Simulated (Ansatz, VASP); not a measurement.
# One calculation of Au, two programs

Contents of INCAR:

```
SYSTEM = Au
ALGO = Fast ; EDIFF = 1E-7
ENCUT = 520 ; GGA = PS
ISIF = 2 ; ISMEAR = 0
LASPH = .TRUE. ; LCHARG = .TRUE.
LELF = .TRUE. ; LREAL = .FALSE.
LVHAR = .TRUE. ; LWAVE = .FALSE.
NBANDS = 12 ; NELM = 80
PREC = Accurate ; SIGMA = 0.1
```

KPOINTS

```
k-points
0
G
  8 8 8
  0 0 0
```

Contents of POSCAR:

```
Au
1.0
    0.0000000000      2.0350000000      2.0350000000
    2.0350000000      0.0000000000      2.0350000000
    2.0350000000      2.0350000000      0.0000000000
Au
1
Direct
    0.0000000000      0.0000000000      0.0000000000
```

Input for Ansatz:

```yaml
crystal:
  lattice:
    - [0.0, 2.035, 2.035]
    - [2.035, 0.0, 2.035]
    - [2.035, 2.035, 0.0]
  atoms:
    - { symbol: Au, position: [0.0, 0.0, 0.0] }
basis:
  ecutwfc: 420
kpoints:
  mp_grid: { grid: [8, 8, 8] }
hamiltonian:
  xc: pbesol
scf:
  occupations: { method: gaussian, width: 0.1 }
output:
  forces: true
  stress: true
  eigenvalues: true
```

Alike in both runs: task single point; functional PBEsol; k mesh 8 × 8 × 8; occupations gaussian, width 0.1 eV; no spin polarisation.

|  | VASP | Ansatz |
| --- | --- | --- |
| version | VASP 6.6.1 | Ansatz 0.2.0 |
| potentials or method | VASP PAW PBE potentials, release 64 (Au), cutoff 520 eV | scalar-relativistic, plane waves, PAW |
| valence electrons in the cell | 11 | 19 |

|  | VASP | Ansatz | Ansatz less VASP |
| --- | --- | --- | --- |
| gap on the k mesh at the Fermi level (eV) | none | none | - |
| pressure (GPa) | 2.4 | 2.7 | +0.30 |

VASP's potentials were made for PBE, not for PBEsol. A gap of «none» marks a metal or a gap that the smearing closes. With one functional, cell and mesh, what is left measures potentials, basis and numerics. VASP's potentials hold 11 valence electrons a cell and Ansatz's 19, so a difference there can come from the potentials and not from the codes.

Neither program's run includes spin-orbit coupling.
